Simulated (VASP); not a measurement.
# BiTe (Fm-3m) in VASP: notebook

The runs below take BiTe through single point, with RPBE, PBEsol.

Everything below comes from runs of VASP 6.6.1. Logs are shortened: lines on timing, memory, paths and dates and some standing lists are left out, and cuts for length are marked.

## Step 1: The cell of the first run

The structure is cubic, space group Fm-3m (No. 225). Conventional cell: a = 6.470 Å, b = 6.470 Å, c = 6.470 Å, α = 90.00°, β = 90.00°, γ = 90.00°. Within 4.3 Å of Bi (site symmetry m-3m) lie 6 Te at 3.23 Å. Within 4.3 Å of Te (site symmetry m-3m) lie 6 Bi at 3.23 Å.

## Step 2: Single point, RPBE

The input, INCAR:

```
ALGO     = Normal         # electronic algorithm
EDIFF    = 1E-6           # SCF threshold, eV
ENCUT    = 520            # plane-wave cutoff, eV
GGA      = RP             # functional
ISIF     = 2              # what is computed and relaxed
ISMEAR   = 0              # smearing method
LASPH    = True           # aspherical terms in the spheres
LCHARG   = False          # write CHGCAR
LREAL    = False          # projectors in reciprocal space
LWAVE    = False          # write WAVECAR
NBANDS   = 18             # bands
NELM     = 100            # most SCF steps
PREC     = Accurate       # precision mode
SIGMA    = 0.1            # smearing width, eV
```

The input, KPOINTS:

```
k-points
0
Gamma
  7 7 7
```

The input, POSCAR:

```
BiTe
1.0
    4.5749808700      0.0000000000      0.0000000000
    2.2874904350      3.9620496552      0.0000000000
    2.2874904350      1.3206832184      3.7354562382
Bi Te
1 1
Direct
    0.0000000000      0.0000000000      0.0000000000
    0.5000000000      0.5000000000      0.5000000000
```

Potentials or basis: VASP PAW PBE potentials, release 64 (Bi_d, Te).

Run with:

```console
cat potpaw_PBE.64/Bi_d/POTCAR potpaw_PBE.64/Te/POTCAR > POTCAR
mpirun -np 1 vasp_std > vasp.out
```

OUTCAR:

```text
EDIFF = 1E-6
   ENCUT = 520
   GGA = RP
   ISIF = 2
   ISMEAR = 0
   LASPH = True
   LREAL = False
   NELM = 100
   PREC = Accurate

 ion  position               nearest neighbor table
   1  0.000  0.000  0.000-   2 3.23   2 3.23   2 3.23   2 3.23   2 3.23   2 3.23
   2  0.500  0.500  0.500-   1 3.23   1 3.23   1 3.23   1 3.23   1 3.23   1 3.23

  LATTYP: Found a face centered cubic cell.
 ALAT       =     6.4699999939

  Lattice vectors:

 A1 = (   4.5749808700,   0.0000000000,   0.0000000000)
 A2 = (   2.2874904350,   3.9620496552,   0.0000000000)
 A3 = (   2.2874904350,   1.3206832184,   3.7354562382)

Analysis of symmetry for initial positions (statically):
=====================================================================
 Subroutine PRICEL returns:
 Original cell was already a primitive cell.

 Routine SETGRP: Setting up the symmetry group for a
 face centered cubic supercell.

 Subroutine GETGRP returns: Found 48 space group operations
 (whereof 48 operations were pure point group operations)
 out of a pool of 48 trial point group operations.

The static configuration has the point symmetry O_h .

Analysis of symmetry for dynamics (positions and initial velocities):
=====================================================================
 Subroutine PRICEL returns:
 Original cell was already a primitive cell.

 Routine SETGRP: Setting up the symmetry group for a
 face centered cubic supercell.

 Subroutine GETGRP returns: Found 48 space group operations
 (whereof 48 operations were pure point group operations)
 out of a pool of 48 trial point group operations.

The dynamic configuration has the point symmetry O_h .

 Subroutine INISYM returns: Found 48 space group operations
 (whereof 48 operations are pure point group operations),
 and found     1 'primitive' translations

----------------------------------------------------------------------------------------

                                     Primitive cell

  volume of cell :      67.7100

  direct lattice vectors                    reciprocal lattice vectors
     4.574980870  0.000000000  0.000000000     0.218580149 -0.126197308 -0.089234972
     2.287490435  3.962049655  0.000000000     0.000000000  0.252394616 -0.089234972
     2.287490435  1.320683218  3.735456238     0.000000000  0.000000000  0.267704916

  length of vectors
     4.574980870  4.574980870  4.574980870     0.267704916  0.267704916  0.267704916

  position of ions in fractional coordinates (direct lattice)
     0.000000000  0.000000000  0.000000000
     0.500000000  0.500000000  0.500000000

  ion indices of the primitive-cell ions
   primitive index   ion index
                 1           1
                 2           2

----------------------------------------------------------------------------------------

 KPOINTS: k-points

Automatic generation of k-mesh.
 Grid dimensions read from file:
 generate k-points for:    7    7    7

 Generating k-lattice:

  Cartesian coordinates                     Fractional coordinates (reciprocal lattice)
     0.031225736 -0.018028187 -0.012747853     0.142857143  0.000000000 -0.000000000
     0.000000000  0.036056374 -0.012747853     0.000000000  0.142857143  0.000000000
     0.000000000  0.000000000  0.038243559     0.000000000  0.000000000  0.142857143

  Length of vectors
     0.038243559  0.038243559  0.038243559

  Shift w.r.t. Gamma in fractional coordinates (k-lattice)
     0.000000000  0.000000000  0.000000000

 Subroutine IBZKPT returns following result:
 ===========================================

 Found     20 irreducible k-points:

 Following reciprocal coordinates:
            Coordinates               Weight
  0.000000  0.000000  0.000000      1.000000
  0.142857  0.000000 -0.000000      8.000000
  0.285714  0.000000  0.000000      8.000000
  0.428571  0.000000  0.000000      8.000000
  0.142857  0.142857 -0.000000      6.000000
  0.285714  0.142857  0.000000     24.000000
[... 12 lines left out ...]
 -0.428571  0.428571  0.142857     24.000000
 -0.285714  0.428571  0.142857     24.000000
   k-points           NKPTS =     20   k-points in BZ     NKDIM =     20   number of bands    NBANDS=     18
   number of dos      NEDOS =    301   number of ions     NIONS =      2
   total plane-waves  NPLWV =  46656
   dimension x,y,z NGX =    36 NGY =   36 NGZ =   36
   dimension x,y,z NGXF=    72 NGYF=   72 NGZF=   72
   ions per type =               1   1
   NGX,Y,Z   is equivalent  to a cutoff of  13.08, 13.08, 13.08 a.u.
   NGXF,Y,Z  is equivalent  to a cutoff of  26.16, 26.16, 26.16 a.u.
 SYSTEM =  unknown system
   PREC   = accura    normal or accurate (medium, high low for compatibility)
   ISTART =      0    job   : 0-new  1-cont  2-samecut
   ICHARG =      2    charge: 1-file 2-atom 10-const
   ISPIN  =      1    spin polarized calculation?
   LNONCOLLINEAR =      F non collinear calculations
   LSORBIT =      F    spin-orbit coupling
   LASPH  =      T    aspherical Exc in radial PAW
   ENCUT  =  520.0 eV  38.22 Ry    6.18 a.u.   8.51  8.51  8.51*2*pi/ulx,y,z
   NELM   =    100;   NELMIN=  2; NELMDL= -5     # of ELM steps
   EDIFF  = 0.1E-05   stopping-criterion for ELM
   LREAL  =      F    real-space projection
   EDIFFG = 0.1E-04   stopping-criterion for IOM
   NSW    =      0    number of steps for IOM
   IBRION =     -1    ionic relax: 0-MD 1-quasi-New 2-CG
   NFREE  =      0    steps in history (QN), initial steepest desc. (CG)
   ISIF   =      2    stress and relaxation
   ISYM   =      2    0-nonsym 1-usesym 2-fastsym
   POTIM  = 0.5000    time-step for ionic-motion
   TEBEG  =    0.0;   TEEND  =   0.0 temperature during run
   PSTRESS=    0.0 pullay stress
   NELECT =      21.0000    total number of electrons
   NUPDOWN=      -1.0000    fix difference up-down
   EMIN   =  10.00;   EMAX   =-10.00  energy-range for DOS
   EFERMI =   0.00;   METHOD = LEGACY
   ISMEAR =     0;   SIGMA  =   0.10  broadening in eV -4-tet -1-fermi 0-gaus
   EFERMI_NEDOS =   21; number of points for ismear=-14 and -15
   IALGO  =     38    algorithm
   IMIX   =      4    mixing-type and parameters
     AMIX     =   0.40;   BMIX     =  1.00
     AMIX_MAG =   1.60;   BMIX_MAG =  1.00
  volume/ion in A,a.u.               =      33.86       228.46
  Fermi-wavevector in a.u.,A,eV,Ry     =   1.108146  2.094092 16.707785  1.227988
  Thomas-Fermi vector in A             =   2.244669
   LORBIT       =      0    0 simple, 1 ext, 2 COOP (PROOUT), +10 PAW based schemes
   GGA     = RP    functional components
   LHFCALC =     F    Hartree Fock is set to
   AEXX    =    0.0000 exact exchange contribution
   IVDW    =     0    specifies the selected vdW correction
   LEPSILON=     F    determine dielectric tensor
   LRPA    =     F    only Hartree local field effects (RPA)
 non-spin polarized calculation
 Gauss-broadening in eV      SIGMA  =   0.10
  energy-cutoff  :      520.00
  volume of cell :       67.71
 maximum number of plane-waves:      1841
 NGX is ok and might be reduce to    36
   NGX = 17   NGY = 17   NGZ = 17

 number of electron      21.0000001 magnetization

 Free energy of the ion-electron system (eV)
  ---------------------------------------------------
  ext. energy  EPLUGINS =         0.00000000
  ---------------------------------------------------
  free energy    TOTEN  =        -6.40371083 eV

  energy without entropy =       -6.38829759  energy(sigma->0) =       -6.39600421

 E-fermi :   6.8171     XC(G=0):  -9.3249

 val. band max:        6.8125743431   @ k =  -0.4286   0.1429  -0.0000
 cond. band min:       6.8480446356   @ k =   0.1429   0.1429  -0.0000
 fundamental gap:      0.0354702925
 Fermi energy:         6.8171028731

 k-point     1 :       0.0000    0.0000    0.0000
  band No.  band energies     occupation
      1     -16.4564      2.00000
      2     -16.4564      2.00000
      3     -16.4564      2.00000
      4     -16.4556      2.00000
      5     -16.4556      2.00000
      6      -6.7452      2.00000
[... 10 lines left out ...]
     17      12.9751      0.00000
     18      13.3866      0.00000

 k-point     2 :       0.1429    0.0000   -0.0000
  band No.  band energies     occupation
      1     -16.4568      2.00000
      2     -16.4568      2.00000
      3     -16.4560      2.00000
      4     -16.4548      2.00000
      5     -16.4548      2.00000
      6      -6.5632      2.00000
[... 10 lines left out ...]
     17      14.0976      0.00000
     18      14.3744      0.00000

 k-point     3 :       0.2857    0.0000    0.0000
  band No.  band energies     occupation
      1     -16.4589      2.00000
      2     -16.4589      2.00000
      3     -16.4552      2.00000
      4     -16.4517      2.00000
      5     -16.4517      2.00000
      6      -6.0274      2.00000
[... 10 lines left out ...]
     17      16.0651      0.00000
     18      16.4907      0.00000

 k-point     4 :       0.4286    0.0000    0.0000
  band No.  band energies     occupation
      1     -16.4606      2.00000
      2     -16.4606      2.00000
      3     -16.4546      2.00000
      4     -16.4493      2.00000
      5     -16.4493      2.00000
      6      -5.1814      2.00000
[... 291 lines left out ...]
      4     -16.4507      2.00000
      5     -16.4482      2.00000
      6      -4.8836      2.00000
[... 10 lines left out ...]
     17      15.8529      0.00000
     18      17.2134      0.00000

 k-point    19 :      -0.4286    0.4286    0.1429
  band No.  band energies     occupation
      1     -16.4664      2.00000
      2     -16.4571      2.00000
      3     -16.4538      2.00000
      4     -16.4488      2.00000
      5     -16.4466      2.00000
      6      -4.8885      2.00000
[... 10 lines left out ...]
     17      16.6806      0.00000
     18      17.1301      0.00000

 k-point    20 :      -0.2857    0.4286    0.1429
  band No.  band energies     occupation
      1     -16.4648      2.00000
      2     -16.4556      2.00000
      3     -16.4539      2.00000
      4     -16.4515      2.00000
      5     -16.4467      2.00000
      6      -4.4834      2.00000
[... 10 lines left out ...]
     17      16.1410      0.00000
     18      16.9887      0.00000

------------------------ aborting loop because EDIFF is reached ----------------------------------------

  FORCE on cell =-STRESS in cart. coord.  units (eV):
  Direction    XX          YY          ZZ          XY          YZ          ZX
  --------------------------------------------------------------------------------------
  -------------------------------------------------------------------------------------
  Total        0.9150320      0.9150320      0.9150320     -0.0000000     -0.0000000     -0.0000000
  in kB       21.6517995     21.6517995     21.6517995     -0.0000000     -0.0000000     -0.0000000
  external PRESSURE =      21.6517995 kB  Pullay stress =       0.0000000 kB

 VOLUME and BASIS-vectors are now :
 -----------------------------------------------------------------------------
  energy-cutoff  :      520.00
  volume of cell :       67.71
      direct lattice vectors                 reciprocal lattice vectors
     4.574980870  0.000000000  0.000000000     0.218580149 -0.126197308 -0.089234972
     2.287490435  3.962049655  0.000000000     0.000000000  0.252394616 -0.089234972
     2.287490435  1.320683218  3.735456238     0.000000000  0.000000000  0.267704916

 POSITION                                       TOTAL-FORCE (eV/Angst)
 -----------------------------------------------------------------------------------
      0.00000      0.00000      0.00000         0.000000      0.000000      0.000000
      4.57498      2.64137      1.86773        -0.000000     -0.000000      0.000000
 -----------------------------------------------------------------------------------
    total drift:                                0.000000     -0.000000     -0.000000

  FREE ENERGIE OF THE ION-ELECTRON SYSTEM (eV)
  ---------------------------------------------------
  free  energy   TOTEN  =        -6.4037108260 eV

  energy  without entropy=       -6.3882975868  energy(sigma->0) =       -6.39600421
```

It took 59 s on 1 thread of AMD EPYC 7R13, shared host; peak memory 0.18 GiB.

Results:

* Free energy: -6.4037 eV
* Pressure: 2.2 GPa

Caveat: the PAW data sets were made with another functional, which shifts forces and pressure a little; spin-orbit coupling is left out, which moves the levels of the heavy elements.

## Step 3: Single point, PBEsol (volume scaled by 0.98)

The input, INCAR:

```
PREC     = Accurate       # precision mode
ENCUT    = 520            # plane-wave cutoff, eV
EDIFF    = 1E-6           # SCF threshold, eV
ISMEAR   = -1             # smearing method
SIGMA    = 0.05           # smearing width, eV
LREAL    = F              # projectors in reciprocal space
LASPH    = T              # aspherical terms in the spheres
NELM     = 100            # most SCF steps
ALGO     = Normal         # electronic algorithm
ISIF     = 2              # what is computed and relaxed
LWAVE    = F              # write WAVECAR
LCHARG   = T              # write CHGCAR
GGA      = PS             # functional
LELF     = T              # ELF
LVHAR    = T            
NBANDS   = 18             # bands
```

The input, KPOINTS:

```
Automatic mesh
0
Gamma
  7 7 7
```

The input, POSCAR:

```
BiTe
1.0
    0.0000000000      3.2132879364      3.2132879364
    3.2132879364      0.0000000000      3.2132879364
    3.2132879364      3.2132879364      0.0000000000
Bi Te
1 1
Direct
    0.0000000000      0.0000000000      0.0000000000
    0.5000000000      0.5000000000      0.5000000000
```

Potentials or basis: VASP PAW PBE potentials, release 64 (Bi_d, Te).

Run with:

```console
cat potpaw_PBE.64/Bi_d/POTCAR potpaw_PBE.64/Te/POTCAR > POTCAR
mpirun -np 1 vasp_std > vasp.out
```

Wall time 10 s (1 thread of Intel Xeon 6975P-C (Granite Rapids), shared host); peak memory 0.21 GiB.

The run converged. Its results:

| Item | Value |
| --- | --- |
| Free energy | -7.9680 eV |
| Pressure | -0.6 GPa |

Levels at points of the mesh, in eV from the Fermi level:
| k point | band 7 | band 8 | band 9 | band 10 | band 11 | band 12 | band 13 | band 14 |
| --- | --- | --- | --- | --- | --- | --- | --- | --- |
| (0.00, 0.00, 0.00) | -8.09 | -2.61 | -2.61 | -2.61 | 2.16 | 2.16 | 2.16 | 4.57 |

Caveat: the PAW data sets were made with another functional, which shifts forces and pressure a little; spin-orbit coupling is left out, which moves the levels of the heavy elements.

## Step 4: Single point, PBEsol (volume scaled by 1.04)

The input, INCAR:

```
SYSTEM = BiTe
PREC     = Accurate       ! precision mode
ENCUT    = 520            ! plane-wave cutoff, eV
EDIFF    = 1E-6           ! SCF threshold, eV
ISMEAR   = -1             ! smearing method
SIGMA    = 0.05           ! smearing width, eV
LREAL    = .FALSE.        ! projectors in reciprocal space
LASPH    = .TRUE.         ! aspherical terms in the spheres
NELM     = 80             ! most SCF steps
ALGO     = Normal         ! electronic algorithm
ISIF     = 2              ! what is computed and relaxed
LWAVE    = .FALSE.        ! write WAVECAR
LCHARG   = .TRUE.         ! write CHGCAR
GGA      = PS             ! functional
LELF     = .TRUE.         ! ELF
LVHAR    = .TRUE.       
NBANDS   = 18             ! bands
```

The input, KPOINTS:

```
Automatic mesh
0
G
  7 7 7
  0 0 0
```

The input, POSCAR:

```
BiTe
1.0
    0.0000000000      3.2775706714      3.2775706714
    3.2775706714      0.0000000000      3.2775706714
    3.2775706714      3.2775706714      0.0000000000
Bi Te
1 1
Direct
    0.0000000000      0.0000000000      0.0000000000
    0.5000000000      0.5000000000      0.5000000000
```

Run with:

```console
cat potpaw_PBE.64/Bi_d/POTCAR potpaw_PBE.64/Te/POTCAR > POTCAR
mpirun -np 1 vasp_std > vasp.out
```

Wall time 11 s (1 thread of Intel Xeon 6975P-C (Granite Rapids), shared host); peak memory 0.2 GiB.

Results (log left out):

```yaml
Free_energy: -7.9188 eV
Pressure: -3.2 GPa
```

Levels at points of the mesh, in eV from the Fermi level:
| k point | band 6 | band 7 | band 8 | band 9 | band 10 | band 11 | band 12 | band 13 | band 14 | band 15 |
| --- | --- | --- | --- | --- | --- | --- | --- | --- | --- | --- |
| (0.00, 0.00, 0.00) | -13.28 | -8.29 | -2.44 | -2.44 | -2.44 | 2.05 | 2.05 | 2.05 | 4.68 | 4.68 |

Caveat: the PAW data sets were made with another functional, which shifts forces and pressure a little; spin-orbit coupling is left out, which moves the levels of the heavy elements.

## Step 5: The runs side by side

```tsv
level	cell	smearing	gap on the mesh (eV)	pressure (GPa)
RPBE	a = 4.575 Å, angles 60.0°, 2 atoms	gaussian 0.1 eV	none	2.2
PBEsol	a = 4.544 Å, angles 60.0°, 2 atoms	fermi-dirac 0.05 eV	none	-0.6
PBEsol	a = 4.635 Å, angles 60.0°, 2 atoms	fermi-dirac 0.05 eV	none	-3.2
```

Alike in all rows: task single point; potentials or basis VASP PAW PBE potentials, release 64 (Bi_d, Te); no spin polarisation; k mesh 7 × 7 × 7; cutoff (eV) 520.

Caveats: the PAW data sets were made with another functional, which shifts forces and pressure a little; spin-orbit coupling is left out, which moves the levels of the heavy elements.

Total energies depend on the potentials used, so only differences within one code and one set of settings carry meaning.
